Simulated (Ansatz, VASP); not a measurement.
**IrPt2 in VASP and in Ansatz**

```xyz
3
Lattice="2.6709 0.0000 0.0000 -1.3355 2.3131 0.0000 0.0000 0.0000 8.0243" Properties=species:S:1:pos:R:3 pbc="T T T"
Ir    0.0000    0.0000    4.0122
Pt    0.0000    0.0000    1.3807
Pt    0.0000    0.0000    6.6436
```

Alike in both runs: functional PBE; k mesh 7 × 7 × 4; occupations gaussian, width 0.2 eV; no spin polarisation.

Ansatz relaxed the structure, and its values are those at the end. VASP's run is a single point on that final structure, the one shown.

|  | VASP | Ansatz |
| --- | --- | --- |
| version | VASP 6.6.1 | Ansatz 0.2.0 |
| potentials or method | VASP PAW PBE potentials, release 64 (Ir, Pt), cutoff 500 eV | scalar-relativistic, plane waves, PAW |
| valence electrons in the cell | 29 | 53 |

```tsv
	VASP	Ansatz	Ansatz less VASP
gap on the k mesh at the Fermi level (eV)	none	none	-
pressure (GPa)	-0.4	-0.1	+0.32
rms of the force components (eV/Å)	0.004	0.006	+0.0018
```

A gap of «none» marks a metal or a gap that the smearing closes. With one functional, cell and mesh, what is left measures potentials, basis and numerics. VASP's potentials hold 29 valence electrons a cell and Ansatz's 53, so a difference there can come from the potentials and not from the codes.

The k mesh is coarse, so the values compare programs but aren't converged. Neither program's run includes spin-orbit coupling.
